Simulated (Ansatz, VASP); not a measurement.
This is a calculation of NiSb for Ansatz 0.2.0.

input.yaml

```yaml
crystal:
  lattice:
    - [3.9016367896, 0.0, 0.0]
    - [-1.9508183948, 3.3789165761, 0.0]
    - [0.0, 0.0, 5.0856365485]
  atoms:
    - { symbol: Sb, position: [0.6666666667, 0.3333333333, 0.75] }
    - { symbol: Sb, position: [0.3333333333, 0.6666666667, 0.25] }
    - { symbol: Ni, position: [0.0, 0.0, 0.5], spin: 1.0 }
    - { symbol: Ni, position: [0.0, 0.0, 0.0], spin: 1.0 }
kpoints:
  mp_grid: { grid: [8, 8, 5] }
scf:
  occupations: { method: fermi_dirac, width: 0.05 }
hamiltonian:
  xc: pbe
  pseudopotentials: { kind: all_electron, lapw: { basis_error: 0.001 } }
magnetization:
  spin_polarized: true
output:
  forces: true
  stress: true
  eigenvalues: true
```

Potentials or basis: all-electron LAPW, scalar-relativistic.

Run with:

```sh
$ ansatz run input.yaml --threads 4 --pin off --max-ram 12288MiB --backend cpu --events-out ev --progress --plain --runs-dir out
```

Problem. Set up the same calculation for VASP 6.6.1. Potentials there: VASP PAW PBE potentials, release 64 (Sb, Ni).

Solution. As run (the cutoff follows the program's own potentials):

The input INCAR:

```
SYSTEM = NiSb
PREC = Accurate
ENCUT = 520
EDIFF = 1E-6
ISMEAR = -1
SIGMA = 0.05
LREAL = .FALSE.
LASPH = .TRUE.
NELM = 150
ALGO = Normal
ISIF = 2
LWAVE = .FALSE.
LCHARG = .FALSE.
ISPIN = 2
MAGMOM = 0 0 1 1
LORBIT = 11
LMAXMIX = 4
GGA = PE
NBANDS = 27
```

File KPOINTS:

```
regular mesh
0
G
  8 8 5
  0 0 0
```

Contents of POSCAR:

```
NiSb
1.0
    3.9016367896      0.0000000000      0.0000000000
   -1.9508183948      3.3789165761      0.0000000000
    0.0000000000      0.0000000000      5.0856365485
Sb Ni
2 2
Direct
    0.6666666667      0.3333333333      0.7500000000
    0.3333333333      0.6666666667      0.2500000000
    0.0000000000      0.0000000000      0.5000000000
    0.0000000000      0.0000000000      0.0000000000
```

Potentials or basis: VASP PAW PBE potentials, release 64 (Sb, Ni).

The run is started by

```console
$ cat potpaw_PBE.64/Sb/POTCAR potpaw_PBE.64/Ni/POTCAR > POTCAR
$ mpirun -np 1 vasp_std > vasp.out
```

Both were run:

|  | VASP | Ansatz | Ansatz less VASP |
| --- | --- | --- | --- |
| gap on the k mesh at the Fermi level (eV) | none | none | - |
| pressure (GPa) | 6.4 | 6.5 | +0.08 |
| traceless stress, the component that is largest in VASP (GPa) | -0.39 | -0.51 | -0.129 |
| net moment per atom (μB) | 0.00 | 0.00 | 0.000 |

A gap of «none» marks a metal or a gap that the smearing closes. Ansatz ran all-electron here, and VASP with PAW potentials.

Neither program's run includes spin-orbit coupling.
